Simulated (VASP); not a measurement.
Input of a VASP 6.6.1 run:

File INCAR:

```
PREC = Accurate ; ENCUT = 520
EDIFF = 1E-6 ; ISMEAR = 0
SIGMA = 0.1 ; LREAL = F
LASPH = T ; NELM = 60
ALGO = Normal ; ISIF = 2
LWAVE = F ; LCHARG = F
GGA = PS ; NBANDS = 78
```

Contents of KPOINTS:

```
Automatic mesh
0
Gamma
  3 2 3
```

File POSCAR:

```
Sc12H
1.0
    6.6200000000      0.0000000000      0.0000000000
   -4.9650000000      8.5996320000      0.0000000000
    0.0000000000      0.0000000000      5.2761400000
Sc H
12 1
Direct
   -0.0001830719      0.0013543204     -0.0009929777
    0.1650830092      0.2222648916      0.4998537660
    0.0000054994      0.3327747069      0.0016857055
    0.1671435092      0.5558141391      0.4983394809
    0.0007536549      0.6672340856     -0.0020034284
    0.1680229529      0.8898928109      0.4954060257
    0.5031900739      0.0014105473      0.0000967728
    0.6684829116      0.2222956787      0.5008982209
    0.5002767082      0.3337825068      0.0045931579
    0.6674738882      0.5564383829      0.5021244572
    0.5011472262      0.6678558563      0.0018288567
    0.6683573757      0.8909233400      0.4983404758
    0.8343649525      0.1120476135      0.2499614864
```

Potentials or basis: VASP PAW PBE potentials, release 64 (Sc_sv, H).

The run is started by

```console
$ cat potpaw_PBE.64/Sc_sv/POTCAR potpaw_PBE.64/H/POTCAR > POTCAR
$ mpirun -np 1 vasp_std > vasp.out
```

(1) Estimate the band gap on the k mesh.

(2) Predict the pressure.

(3) Estimate the largest force.

## Answers

(1) zero (an odd number of electrons rules out a gap without spin polarisation).

(2) -3.1 GPa.

(3) 0.006 eV/Å.

Caveat: the k points lie up to 0.40 Å⁻¹ apart, too coarse for converged energies and pressures of a metal; the PAW data sets were made with another functional, which shifts forces and pressure a little.
